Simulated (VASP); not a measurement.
A run of VASP 6.6.1 is set up as follows.

INCAR

```
ALGO = Normal ; EDIFF = 1E-6
ENCUT = 600 ; GGA = PS
GGA_COMPAT = F ; ISIF = 2
ISMEAR = 0 ; ISPIN = 2
LASPH = T ; LCHARG = F
LMAXMIX = 4 ; LORBIT = 11
LREAL = F ; LWAVE = F
MAGMOM = 3.2 3.2 ; NBANDS = 20
NELM = 200 ; PREC = Accurate
SIGMA = 0.05
```

The input KPOINTS:

```
k-points
0
Gamma
  15 15 8
```

The input POSCAR:

```
Co
1.0
    2.4873600000      0.0000000000      0.0000000000
   -1.2436800000      2.1541169484      0.0000000000
    0.0000000000      0.0000000000      4.0632900000
Co
2
Direct
    0.6666666667      0.3333333333      0.2598600000
    0.3333333333      0.6666666667      0.7401400000
```

Potentials or basis: VASP PAW PBE potentials, release 64 (Co).

Run with:

```sh
$ cat potpaw_PBE.64/Co/POTCAR > POTCAR
$ mpirun -np 1 vasp_std > vasp.out
```

(1) Estimate the pressure.

(2) Estimate the largest force.

(3) Predict the site moments.

Results:

(1) -10.0 GPa.

(2) 0.436 eV/Å.

(3) Co +1.65 μB.

Caveat: the cell stands under tension; the PAW data sets were made with another functional, which shifts forces and pressure a little.
